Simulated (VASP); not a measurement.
Here is a VASP 6.6.1 calculation.

Contents of INCAR:

```
  ALGO = Normal
  EDIFF = 1E-7
  ENCUT = 520
  ISIF = 2
  ISMEAR = 1
  LASPH = T
  LCHARG = T
  LELF = T
  LREAL = F
  LVHAR = T
  LWAVE = F
  NBANDS = 29
  NELM = 100
  PREC = Accurate
  SIGMA = 0.1
```

Contents of KPOINTS:

```
k-points
0
Gamma
  4 4 4
```

The input POSCAR:

```
Ir3Rh
1.0
    3.8403360000      0.0000000000      0.0000000000
    0.0000000000      3.8403360000      0.0000000000
    0.0000000000      0.0000000000      3.8403360000
Ir Rh
3 1
Direct
    0.5000000000      0.0000000000      0.5000000000
    0.0000000000      0.5000000000      0.5000000000
    0.5000000000      0.5000000000      0.0000000000
    0.0000000000      0.0000000000      0.0000000000
```

Potentials or basis: VASP PAW LDA potentials, release 64 (Ir, Rh_pv).

Run with:

```console
$ cat potpaw_LDA.64/Ir/POTCAR potpaw_LDA.64/Rh_pv/POTCAR > POTCAR
$ mpirun -np 1 vasp_std > vasp.out
```

(1) Estimate the pressure.

(2) What does it give for the band gap on the k mesh?

## Answers

(1) -8.9 GPa.

(2) zero (band 21 reaches 11.55 eV, above the bottom of band 22 at 9.22 eV).

Caveat: the k points lie up to 0.41 Å⁻¹ apart; spin-orbit coupling is left out, which moves the levels of the heavy elements.
